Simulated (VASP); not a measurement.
# PbS (R3m) in VASP: settings compared, part 2 of 2

VASP 6.6.1.

### 3 Relaxation of cell and atoms, PBE+D3(BJ)

This run uses another cell than the first one, of 26.69 Å³/atom, 1.022 times its volume.

The input, INCAR:

```
PREC = Accurate
ENCUT = 600
EDIFF = 1E-6
ISMEAR = -1
SIGMA = 0.02
LREAL = F
LASPH = T
NELM = 60
ALGO = Normal
ISIF = 3
LWAVE = F
LCHARG = F
GGA = PE
IVDW = 12
IBRION = 2
NSW = 80
EDIFFG = -0.005
```

The input, KPOINTS:

```
regular mesh
0
Gamma
  6 6 6
```

The input, POSCAR:

```
PbS
1.0
    2.1126617058      1.2197458045      3.4519162518
   -2.1126617058      1.2197458045      3.4519162518
    0.0000000000     -2.4394916091      3.4519162518
Pb S
1 1
Direct
    0.9805657800      0.9805657800      0.9805657800
    0.4750355500      0.4750355500      0.4750355500
```

Potentials or basis: VASP PAW PBE potentials, release 64 (Pb_d, S).

The run is started by

```sh
$ cat potpaw_PBE.64/Pb_d/POTCAR potpaw_PBE.64/S/POTCAR > POTCAR
$ mpirun -np 1 vasp_std > vasp.out
```

OUTCAR:

```text
PREC = Accurate
   ENCUT = 600
   EDIFF = 1E-6
   ISMEAR = -1
   LREAL = F
   LASPH = T
   NELM = 60
   ISIF = 3
   GGA = PE
   IVDW = 12
   IBRION = 2
   NSW = 80
   EDIFFG = -0.005
 IVDW          = 12

 ion  position               nearest neighbor table
   1  0.981  0.981  0.981-   2 2.96   2 2.96   2 2.96   2 3.02   2 3.02   2 3.02
   2  0.475  0.475  0.475-   1 2.96   1 2.96   1 2.96   1 3.02   1 3.02   1 3.02

  LATTYP: Found a trigonal (rhomboedric) cell.
 ALAT       =     4.2269191050
 COS(alpha) =     0.5003774362

  Lattice vectors:

 A1 = (   2.1126617058,   1.2197458045,   3.4519162518)
 A2 = (  -2.1126617058,   1.2197458045,   3.4519162518)
 A3 = (   0.0000000000,  -2.4394916091,   3.4519162518)

Analysis of symmetry for initial positions (statically):
=====================================================================
 Subroutine PRICEL returns:
 Original cell was already a primitive cell.

 Routine SETGRP: Setting up the symmetry group for a
 trigonal (rhombohedral) supercell.

 Subroutine GETGRP returns: Found  6 space group operations
 (whereof  6 operations were pure point group operations)
 out of a pool of 12 trial point group operations.

The static configuration has the point symmetry C_3v.

Analysis of symmetry for dynamics (positions and initial velocities):
=====================================================================
 Subroutine PRICEL returns:
 Original cell was already a primitive cell.

[... 276 lines left out ...]
--------------------------------------- Ionic step        8  -------------------------------------------

 number of electron      19.9999998 magnetization

------------------------ aborting loop because EDIFF is reached ----------------------------------------
[... 75 lines left out ...]
--------------------------------------- Ionic step       10  -------------------------------------------

 number of electron      19.9999999 magnetization

 Free energy of the ion-electron system (eV)
  ---------------------------------------------------
  ext. energy  EPLUGINS =         0.00000000
  ---------------------------------------------------
  free energy    TOTEN  =        -8.75856258 eV

  energy without entropy =       -8.75856113  energy(sigma->0) =       -8.75856185

 E-fermi :   5.9918     XC(G=0):  -9.6786

 val. band max:        5.8076881641   @ k =   0.5000   0.5000   0.5000
 cond. band min:       6.1757448764   @ k =   0.5000   0.0000   0.0000
 fundamental gap:      0.3680567123
 Fermi energy:         5.9918489217

 k-point     1 :       0.0000    0.0000    0.0000
  band No.  band energies     occupation
      1     -11.0120      2.00000
      2     -11.0120      2.00000
      3     -11.0120      2.00000
      4     -10.9957      2.00000
      5     -10.9957      2.00000
      6      -7.7813      2.00000
      7      -0.2286      2.00000
      8       3.6359      2.00000
      9       3.6403      2.00000
     10       3.6403      2.00000
     11      11.0190      0.00000
     12      11.0198      0.00000
     13      11.0198      0.00000
     14      12.5444      0.00000
[... 377 lines left out ...]
      1     -11.1182      2.00000
      2     -11.0168      2.00000
      3     -10.9865      2.00000
      4     -10.9737      2.00000
      5     -10.9512      2.00000
      6      -6.0841      2.00000
      7      -1.9784      2.00000
      8       0.9853      2.00000
      9       1.8436      2.00000
     10       4.0063      2.00000
     11       8.9739      0.00000
     12      10.0689      0.00000
     13      10.9082      0.00000
     14      12.6851      0.00000

 [... further k-points ...]

------------------------ aborting loop because EDIFF is reached ----------------------------------------

 Edisp (eV)   -0.69374

 E8    (eV) :    -0.3124
[... 25 lines left out ...]
  FREE ENERGIE OF THE ION-ELECTRON SYSTEM (eV)
  ---------------------------------------------------
  free  energy   TOTEN  =        -9.4522979581 eV

  energy  without entropy=       -9.4522965150  energy(sigma->0) =       -9.45229724

 reached required accuracy - stopping structural energy minimisation
```

It took 2.1 min on 1 thread of Intel Xeon Platinum 8259CL at 2.50GHz (Skylake/Cascade Lake), shared host; peak memory 0.23 GiB.

Results:

```
Free energy                            : -9.4523 eV
Relaxed volume                         : 26.11 Å³/atom
Relaxed cell                           : a = 4.196 Å, b = 4.196 Å, c = 4.196 Å, α = 59.97°, β = 59.97°, γ = 59.97°
Space group after relaxing (to 0.05 Å) : Fm-3m (No. 225)
Energy gained by relaxing              : 2.4 meV/atom
Ionic steps                            : 10
Pressure after relaxing                : 0.0 GPa
Largest force after relaxing           : 0.004 eV/Å
Band gap on the k mesh                 : 0.37 eV, indirect (the least direct gap lies 1.5 meV higher)
Dispersion energy per atom             : -0.347 eV
```

Forces in eV/Å, atoms in the order of the input:
```
Pb   0.000  0.000 -0.004
S    0.000  0.000  0.004
```

Step by step:
```tsv
step	energy change (eV)	largest force (eV/Å)	pressure (GPa)	volume (Å³)
1	0.0000	0.0118	-1.18	53.37
2	-0.0038	0.0238	0.42	51.87
3	-0.0043	0.0214	0.00	52.23
4	-0.0043	0.0211	0.02	52.21
5	-0.0043	0.0184	0.00	52.21
6	-0.0044	0.0170	0.03	52.20
7	-0.0046	0.0120	0.03	52.18
8	-0.0048	0.0036	0.08	52.15
9	-0.0046	0.0015	-0.24	52.42
10	-0.0048	0.0040	-0.01	52.22
```

Final structure:
```xyz
2
Lattice="2.0973 1.2109 3.4271 -2.0973 1.2109 3.4271 0.0000 -2.4218 3.4271" Properties=species:S:1:pos:R:3 pbc="T T T"
Pb    0.0000    0.0000   10.0588
S     0.0000    0.0000    4.9066
```

Levels at points of the mesh, in eV from the valence-band top:
```tsv
k point	band 8	band 9	band 10	band 11	band 12	band 13
(0.00, 0.00, 0.00)	-2.17	-2.17	-2.17	5.21	5.21	5.21
(0.50, 0.00, 0.00)	-1.78	-1.78	0.00	0.37	1.97	1.97
(0.50, 0.50, 0.00)	-5.19	-3.44	-3.43	3.87	5.57	5.68
(0.50, 0.50, 0.50)	-1.78	-1.78	0.00	0.37	1.97	1.97
```

Caveat: spin-orbit coupling is left out, which moves the levels of the heavy elements. A k mesh can miss the band edges.
